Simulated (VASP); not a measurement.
**B: relaxation of cell and atoms with PBE**

The system is B.

```
B
1.0
     2.01833   -1.33396    0.00000
     2.01833    1.33396    0.00000
     0.00000    0.00000    5.44155
B
4
Direct
  0.85000 0.15000 0.11700
  0.65000 0.35000 0.61700
  0.15000 0.85000 0.88300
  0.35000 0.65000 0.38300
```

| Quantity | Value |
| --- | --- |
| Program | VASP 6.6.1 |
| Task | relaxation of cell and atoms |
| Functional | PBE |
| Potentials or basis | VASP PAW PBE potentials, release 64 (B) |
| Cutoff | 600 eV |
| k mesh | 8 × 8 × 4 |
| Occupations | gaussian, width 0.1 eV |
| Spin | no spin polarisation |
| Dipole correction | no |
| Further INCAR settings | ALGO = Normal; EDIFF = 1e-06; IBRION = 2; EDIFFG = -0.04; NSW = 90; ISIF = 3 |

- Relaxed volume: 6.75 Å³/atom
- Relaxed cell: a = 2.244 Å, b = 2.244 Å, c = 5.411 Å, α = 90.00°, β = 90.00°, γ = 82.23°
- Space group after relaxing (to 0.1 Å): Fmmm (No. 69)
- Energy gained by relaxing: 1005.7 meV/atom
- Ionic steps: 27
- Pressure after relaxing: 0.0 GPa
- Largest force after relaxing: 0.012 eV/Å
- Band gap on the k mesh: zero (bands 6 and 7 overlap by 6.48 eV)

Forces on the atoms (eV/Å):
```
B    0.000  0.007  0.009
B    0.000 -0.007  0.009
B    0.000 -0.007 -0.009
B    0.000  0.007 -0.009
```

Stress tensor (GPa, compression positive):
```
-0.48  0.00  0.00
 0.00  0.33  0.00
 0.00  0.00  0.12
```

Step by step:
| step | energy change (eV) | largest force (eV/Å) | pressure (GPa) | volume (Å³) |
| --- | --- | --- | --- | --- |
| 1 | 0.0000 | 5.5112 | 12.44 | 29.30 |
| 2 | -0.4279 | 2.2529 | -5.24 | 31.67 |
| 3 | -1.2519 | 1.9416 | -12.42 | 30.38 |
| 4 | -1.2597 | 1.9252 | -12.02 | 30.32 |
| 5 | -1.2626 | 1.9196 | -11.48 | 30.25 |
| 6 | -1.8586 | 2.0038 | 3.79 | 28.49 |
| 7 | -1.9689 | 2.6105 | 17.21 | 27.43 |
| 8 | -2.2766 | 2.3475 | 17.75 | 27.29 |
| 9 | -2.9902 | 1.9779 | 20.50 | 26.82 |
| 10 | -3.1159 | 2.7017 | 23.63 | 25.84 |
| 11 | -3.2897 | 2.0849 | 22.42 | 26.28 |
| 12 | -3.8184 | 0.3185 | 3.58 | 27.43 |
| 13 | -3.7670 | 1.8674 | -6.11 | 28.42 |
| 14 | -3.8548 | 0.8916 | -1.16 | 27.87 |
| 15 | -3.8557 | 0.8096 | -0.70 | 27.82 |
| 16 | -3.9273 | 0.4188 | -3.94 | 27.90 |
| 17 | -3.9557 | 0.3888 | -6.69 | 27.96 |
| 18 | -3.9897 | 0.2662 | -3.16 | 27.45 |
| 19 | -3.9995 | 0.2491 | 0.42 | 26.99 |
| 20 | -4.0081 | 0.1966 | 1.16 | 26.83 |
| 21 | -4.0092 | 0.2528 | 1.59 | 26.75 |
| 22 | -4.0178 | 0.0963 | 1.10 | 26.79 |
| 23 | -4.0196 | 0.1197 | 0.77 | 26.82 |
| 24 | -4.0221 | 0.0294 | 0.23 | 26.91 |
| 25 | -4.0225 | 0.0587 | -0.05 | 26.97 |
| 26 | -4.0227 | 0.0482 | 0.02 | 27.00 |
| 27 | -4.0229 | 0.0118 | -0.01 | 26.99 |

Final structure:
```
B
1.0
     1.69022   -1.47534    0.00000
     1.69022    1.47534    0.00000
     0.00000    0.00000    5.41114
B
4
Direct
  0.00049 0.99951 0.15701
  0.49951 0.50049 0.65701
  0.99951 0.00049 0.84299
  0.50049 0.49951 0.34299
```

Levels at points of the mesh, in eV from the Fermi level:
```csv
k point,band 3,band 4,band 5,band 6,band 7,band 8,band 9,band 10
"(0.00, 0.00, 0.00)",-10.97,-2.93,2.78,3.53,4.89,4.96,7.34,11.25
"(0.50, 0.00, 0.00)",-7.72,-7.72,-5.25,-5.25,6.57,6.57,8.41,8.41
"(0.50, 0.50, 0.00)",-4.86,-3.71,-2.87,-1.93,-1.14,0.58,0.69,1.92
"(0.00, 0.00, 0.50)",-7.20,-7.20,3.63,3.63,5.84,5.84,9.11,9.11
"(0.50, 0.00, 0.50)",-9.16,-9.16,-3.81,-3.81,3.93,3.93,8.10,8.10
"(0.50, 0.50, 0.50)",-4.37,-4.37,-3.12,-3.12,-0.03,-0.03,4.53,4.53
```

Wall time 4.8 min on 1 thread of Intel Xeon 8259CL (shared host), peak memory 0.16 GiB.
